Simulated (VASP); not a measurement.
# B (P6/mmm) in VASP: relaxation of cell and atoms with PBE

Aim: the relaxation of cell and atoms of B with PBE.

Program: VASP 6.6.1. These are calculated values, not measurements. Logs are shortened: lines on timing, memory, paths and dates and some standing lists are left out, and cuts for length are marked.

## (1) The cell of the first run

Symmetry: P6/mmm, No. 191, hexagonal system. Conventional cell: a = 1.847 Å, b = 1.847 Å, c = 5.422 Å, α = 90.00°, β = 90.00°, γ = 120.00°. B (site symmetry 6mm) has 7 B at 1.82 to 1.85 Å within 2.4 Å.

The cell was generated, and may not be a known phase.

## (2) Relaxation of cell and atoms, PBE

File INCAR:

```
SYSTEM = B
PREC = Accurate
ENCUT = 1230
EDIFF = 1E-7
ISMEAR = 0
SIGMA = 0.1
LREAL = .False.
LASPH = .True.
NELM = 120
ALGO = Normal
ISIF = 3
LWAVE = .False.
LCHARG = .False.
GGA = PE
IBRION = 2
NSW = 100
EDIFFG = -0.01
GGA_COMPAT = .False.
NELMIN = 4
```

File KPOINTS:

```
regular mesh
0
Gamma
  36 36 10
  0 0 0
```

File POSCAR:

```
B
1.0
    1.8468340681      0.0000000000      0.0000000000
   -0.9234170340      1.5994052195      0.0000000000
    0.0000000000      0.0000000000      5.4224150057
B
2
Direct
    0.0000000000      0.0000000000      0.3325752325
    0.0000000000      0.0000000000      0.6674247675
```

Potentials or basis: VASP PAW PBE potentials, release 64 (B_h).

Command:

```sh
$ cat potpaw_PBE.64/B_h/POTCAR > POTCAR
$ mpirun -np 1 vasp_std > vasp.out
```

OUTCAR:

```text
SYSTEM = B
   PREC = Accurate
   ENCUT = 1230
   EDIFF = 1E-7
   ISMEAR = 0
   LREAL = .False.
   LASPH = .True.
   NELM = 120
   ISIF = 3
   GGA = PE
   IBRION = 2
   NSW = 100
   EDIFFG = -0.01
   NELMIN = 4

 ion  position               nearest neighbor table
   1  0.000  0.000  0.333-
   2  0.000  0.000  0.667-

  LATTYP: Found a hexagonal cell.
 ALAT       =     1.8468340681
 C/A-ratio  =     2.9360596598

  Lattice vectors:

 A1 = (   1.8468340681,   0.0000000000,   0.0000000000)
 A2 = (  -0.9234170340,   1.5994052195,   0.0000000000)
 A3 = (   0.0000000000,   0.0000000000,   5.4224150057)

Analysis of symmetry for initial positions (statically):
=====================================================================
 Subroutine PRICEL returns:
 Original cell was already a primitive cell.

 Routine SETGRP: Setting up the symmetry group for a
 hexagonal supercell.

 Subroutine GETGRP returns: Found 24 space group operations
 (whereof 24 operations were pure point group operations)
 out of a pool of 24 trial point group operations.

The static configuration has the point symmetry D_6h.

Analysis of symmetry for dynamics (positions and initial velocities):
=====================================================================
 Subroutine PRICEL returns:
 Original cell was already a primitive cell.

 Routine SETGRP: Setting up the symmetry group for a
 hexagonal supercell.

 Subroutine GETGRP returns: Found 24 space group operations
 (whereof 24 operations were pure point group operations)
 out of a pool of 24 trial point group operations.

The dynamic configuration has the point symmetry D_6h.

 Subroutine INISYM returns: Found 24 space group operations
 (whereof 24 operations are pure point group operations),
 and found     1 'primitive' translations

----------------------------------------------------------------------------------------

                                     Primitive cell

  volume of cell :      16.0169

  direct lattice vectors                    reciprocal lattice vectors
     1.846834068  0.000000000  0.000000000     0.541467161  0.312616211  0.000000000
    -0.923417034  1.599405219  0.000000000     0.000000000  0.625232423  0.000000000
     0.000000000  0.000000000  5.422415006     0.000000000  0.000000000  0.184419673

  length of vectors
     1.846834068  1.846834068  5.422415006     0.625232423  0.625232423  0.184419673

  position of ions in fractional coordinates (direct lattice)
     0.000000000  0.000000000  0.332575232
     0.000000000  0.000000000  0.667424768

  ion indices of the primitive-cell ions
   primitive index   ion index
                 1           1
                 2           2

----------------------------------------------------------------------------------------

 KPOINTS: regular mesh

Automatic generation of k-mesh.
 Grid dimensions read from file:
 generate k-points for:   36   36   10

 Generating k-lattice:

  Cartesian coordinates                     Fractional coordinates (reciprocal lattice)
     0.015040754  0.008683784  0.000000000     0.027777778  0.000000000  0.000000000
     0.000000000  0.017367567  0.000000000     0.000000000  0.027777778  0.000000000
     0.000000000  0.000000000  0.018441967     0.000000000  0.000000000  0.100000000

  Length of vectors
     0.017367567  0.017367567  0.018441967

  Shift w.r.t. Gamma in fractional coordinates (k-lattice)
     0.000000000  0.000000000  0.000000000

 Subroutine IBZKPT returns following result:
 ===========================================

 Found    762 irreducible k-points:

 Following reciprocal coordinates:
            Coordinates               Weight
  0.000000  0.000000  0.000000      1.000000
  0.027778  0.000000  0.000000      6.000000
  0.055556  0.000000  0.000000      6.000000
  0.083333  0.000000  0.000000      6.000000
  0.111111  0.000000  0.000000      6.000000
  0.138889  0.000000  0.000000      6.000000
[... 16 lines left out ...]
  0.111111  0.027778  0.000000     12.000000
  0.138889  0.027778  0.000000     12.000000
 [... further k-points ...]
   k-points           NKPTS =    762   k-points in BZ     NKDIM =    762   number of bands    NBANDS=      7
   number of dos      NEDOS =    301   number of ions     NIONS =      2
   total plane-waves  NPLWV =  36864
   dimension x,y,z NGX =    24 NGY =   24 NGZ =   64
   dimension x,y,z NGXF=    48 NGYF=   48 NGZF=  128
   ions per type =               2
   NGX,Y,Z   is equivalent  to a cutoff of  21.60, 21.60, 19.62 a.u.
   NGXF,Y,Z  is equivalent  to a cutoff of  43.21, 43.21, 39.24 a.u.
 SYSTEM =  B
   PREC   = accura    normal or accurate (medium, high low for compatibility)
   ISTART =      0    job   : 0-new  1-cont  2-samecut
   ICHARG =      2    charge: 1-file 2-atom 10-const
   ISPIN  =      1    spin polarized calculation?
   LNONCOLLINEAR =      F non collinear calculations
   LSORBIT =      F    spin-orbit coupling
   LASPH  =      T    aspherical Exc in radial PAW
   ENCUT  = 1230.0 eV  90.40 Ry    9.51 a.u.   5.28  5.28 15.51*2*pi/ulx,y,z
   NELM   =    120;   NELMIN=  4; NELMDL= -5     # of ELM steps
   EDIFF  = 0.1E-06   stopping-criterion for ELM
   LREAL  =      F    real-space projection
   EDIFFG = -.1E-01   stopping-criterion for IOM
   NSW    =    100    number of steps for IOM
   IBRION =      2    ionic relax: 0-MD 1-quasi-New 2-CG
   NFREE  =      1    steps in history (QN), initial steepest desc. (CG)
   ISIF   =      3    stress and relaxation
   ISYM   =      2    0-nonsym 1-usesym 2-fastsym
   POTIM  = 0.5000    time-step for ionic-motion
   TEBEG  =    0.0;   TEEND  =   0.0 temperature during run
   PSTRESS=    0.0 pullay stress
   NELECT =       6.0000    total number of electrons
   NUPDOWN=      -1.0000    fix difference up-down
   EMIN   =  10.00;   EMAX   =-10.00  energy-range for DOS
   EFERMI =   0.00;   METHOD = LEGACY
   ISMEAR =     0;   SIGMA  =   0.10  broadening in eV -4-tet -1-fermi 0-gaus
   EFERMI_NEDOS =   21; number of points for ismear=-14 and -15
   IALGO  =     38    algorithm
   IMIX   =      4    mixing-type and parameters
     AMIX     =   0.40;   BMIX     =  1.00
     AMIX_MAG =   1.60;   BMIX_MAG =  1.00
  volume/ion in A,a.u.               =       8.01        54.04
  Fermi-wavevector in a.u.,A,eV,Ry     =   1.180136  2.230134 18.949132  1.392722
  Thomas-Fermi vector in A             =   2.316434
   LORBIT       =      0    0 simple, 1 ext, 2 COOP (PROOUT), +10 PAW based schemes
   GGA     = PE    functional components
   LHFCALC =     F    Hartree Fock is set to
   AEXX    =    0.0000 exact exchange contribution
   IVDW    =     0    specifies the selected vdW correction
   LEPSILON=     F    determine dielectric tensor
   LRPA    =     F    only Hartree local field effects (RPA)
 conjugate gradient relaxation of ions
 non-spin polarized calculation
 Gauss-broadening in eV      SIGMA  =   0.10
  energy-cutoff  :     1230.00
  volume of cell :       16.02
 maximum number of plane-waves:      1591
 NGX is ok and might be reduce to    24
   NGX = 11   NGY = 11   NGZ = 31

--------------------------------------- Ionic step        1  -------------------------------------------

 number of electron       6.0000000 magnetization

 Free energy of the ion-electron system (eV)
  ---------------------------------------------------
  ext. energy  EPLUGINS =         0.00000000
  ---------------------------------------------------
  free energy    TOTEN  =       -11.67779745 eV

  energy without entropy =      -11.67721498  energy(sigma->0) =      -11.67750621

------------------------ aborting loop because EDIFF is reached ----------------------------------------

  FORCE on cell =-STRESS in cart. coord.  units (eV):
  Direction    XX          YY          ZZ          XY          YZ          ZX
  --------------------------------------------------------------------------------------
  -------------------------------------------------------------------------------------
  Total        0.1296955      0.1296955     -0.2215953      0.0000000     -0.0000000     -0.0000000
  in kB       12.9734787     12.9734787    -22.1662386      0.0000000     -0.0000000     -0.0000000
  external PRESSURE =       1.2602396 kB  Pullay stress =       0.0000000 kB
[... 89 lines left out ...]
  FREE ENERGIE OF THE ION-ELECTRON SYSTEM (eV)
  ---------------------------------------------------
  free  energy   TOTEN  =       -11.6790225642 eV

  energy  without entropy=      -11.6782907608  energy(sigma->0) =      -11.67865666

[... ionic steps 4 to 14 ...]

--------------------------------------- Ionic step       15  -------------------------------------------

 number of electron       6.0000000 magnetization

------------------------ aborting loop because EDIFF is reached ----------------------------------------

  FORCE on cell =-STRESS in cart. coord.  units (eV):
  Direction    XX          YY          ZZ          XY          YZ          ZX
  --------------------------------------------------------------------------------------
  -------------------------------------------------------------------------------------
  Total       -0.0080427     -0.0080427      0.0241656     -0.0000000      0.0000000     -0.0000000
  in kB       -0.7785896     -0.7785896      2.3393818     -0.0000000      0.0000000     -0.0000000
  external PRESSURE =       0.2607342 kB  Pullay stress =       0.0000000 kB
[... 57 lines left out ...]
  energy  without entropy=      -11.6790823937  energy(sigma->0) =      -11.67942352

--------------------------------------- Ionic step       17  -------------------------------------------

 number of electron       6.0000000 magnetization

 Free energy of the ion-electron system (eV)
  ---------------------------------------------------
  ext. energy  EPLUGINS =         0.00000000
  ---------------------------------------------------
  free energy    TOTEN  =       -11.67988239 eV

  energy without entropy =      -11.67911635  energy(sigma->0) =      -11.67949937

 E-fermi :   7.7950     XC(G=0): -10.7293

 val. band max:        7.7883052651   @ k =   0.0833   0.0278   0.4000
 cond. band min:       7.8305509370   @ k =   0.2500   0.2222   0.5000
 fundamental gap:      0.0422456719
 Fermi energy:         7.7950043830

 k-point     1 :       0.0000    0.0000    0.0000
  band No.  band energies     occupation
      1     -10.0491      2.00000
      2      -5.2159      2.00000
      3      -0.7203      2.00000
      4      10.2162      0.00000
      5      12.8483      0.00000
      6      26.9430      0.00000
      7      26.9430      0.00000
[... 221 lines left out ...]
 k-point    24 :       0.1389    0.0278    0.0000
  band No.  band energies     occupation
      1      -8.9798      2.00000
      2      -4.2520      2.00000
      3       0.5662      2.00000
      4      11.1771      0.00000
      5      13.8684      0.00000
      6      22.4675      0.00000
      7      24.5178      0.00000

 [... further k-points ...]

------------------------ aborting loop because EDIFF is reached ----------------------------------------

  FORCE on cell =-STRESS in cart. coord.  units (eV):
  Direction    XX          YY          ZZ          XY          YZ          ZX
  --------------------------------------------------------------------------------------
  -------------------------------------------------------------------------------------
  Total       -0.0029857     -0.0029857     -0.0028259     -0.0000000      0.0000000      0.0000000
  in kB       -0.2883448     -0.2883448     -0.2729122     -0.0000000      0.0000000      0.0000000
  external PRESSURE =      -0.2832006 kB  Pullay stress =       0.0000000 kB
[... 17 lines left out ...]
  FREE ENERGIE OF THE ION-ELECTRON SYSTEM (eV)
  ---------------------------------------------------
  free  energy   TOTEN  =       -11.6798823851 eV

  energy  without entropy=      -11.6791163454  energy(sigma->0) =      -11.67949937

 reached required accuracy - stopping structural energy minimisation
```

Run time: 16 min. Hardware: 1 thread of Intel Xeon Platinum 8488C (Sapphire Rapids), shared host; peak memory 0.4 GiB.

What came out:

| Item | Value |
| --- | --- |
| Free energy | -11.6799 eV |
| Relaxed volume | 8.29 Å³/atom |
| Relaxed cell | a = 1.852 Å, b = 1.852 Å, c = 5.587 Å, α = 90.00°, β = 90.00°, γ = 120.00° |
| Space group after relaxing (to 0.1 Å) | P6/mmm (No. 191) |
| Energy gained by relaxing | 1.0 meV/atom |
| Ionic steps | 17 |
| Pressure after relaxing | 0.0 GPa |
| Band gap on the k mesh | zero (bands 3 and 4 overlap by 1.66 eV) |

Forces in eV/Å, atoms in the order of the input:
```
B    0.000  0.000  0.002
B    0.000  0.000 -0.002
```

Step by step:
| step | energy change (eV) | largest force (eV/Å) | pressure (GPa) | volume (Å³) |
| --- | --- | --- | --- | --- |
| 1 | 0.0000 | 0.1442 | 0.13 | 16.02 |
| 2 | -0.0008 | 0.0675 | 0.35 | 16.03 |
| 3 | -0.0012 | 0.0083 | 0.23 | 16.03 |
| 4 | -0.0012 | 0.0110 | 0.23 | 16.03 |
| 5 | -0.0013 | 0.0176 | 0.02 | 16.05 |
| 6 | -0.0013 | 0.0261 | -0.25 | 16.08 |
| 7 | -0.0013 | 0.0252 | -0.25 | 16.09 |
| 8 | -0.0014 | 0.0226 | -0.23 | 16.10 |
| 9 | -0.0015 | 0.0171 | -0.20 | 16.13 |
| 10 | -0.0016 | 0.0061 | -0.14 | 16.19 |
| 11 | -0.0018 | 0.0166 | 0.00 | 16.31 |
| 12 | -0.0018 | 0.0666 | 0.33 | 16.56 |
| 13 | -0.0019 | 0.0450 | 0.18 | 16.45 |
| 14 | -0.0020 | 0.0364 | 0.14 | 16.47 |
| 15 | -0.0021 | 0.0106 | 0.03 | 16.55 |
| 16 | -0.0020 | 0.0415 | -0.19 | 16.70 |
| 17 | -0.0021 | 0.0021 | -0.03 | 16.59 |

Final structure:
```
B
1.0
     1.85172    0.00000    0.00000
    -0.92586    1.60364    0.00000
     0.00000    0.00000    5.58678
B
2
Direct
  0.00000 0.00000 0.33904
  0.00000 0.00000 0.66096
```

Levels at points of the mesh, in eV from the Fermi level:
```tsv
k point	band 1	band 2	band 3	band 4	band 5	band 6
(0.00, 0.00, 0.00)	-17.84	-13.01	-8.52	2.42	5.05	19.15
(0.50, 0.00, 0.00)	-8.87	-5.59	-3.57	1.78	2.69	9.56
(0.00, 0.00, 0.50)	-17.80	-13.36	-7.56	-0.67	10.05	15.90
(0.50, 0.00, 0.50)	-8.85	-5.66	-3.56	1.32	3.31	11.21
```

Caveat: this functional lacks dispersion, which binds layers or chains, so the pressure and a relaxed spacing across them are unreliable.

The gap in the log of VASP goes by the Fermi energy; the results here count the filled bands.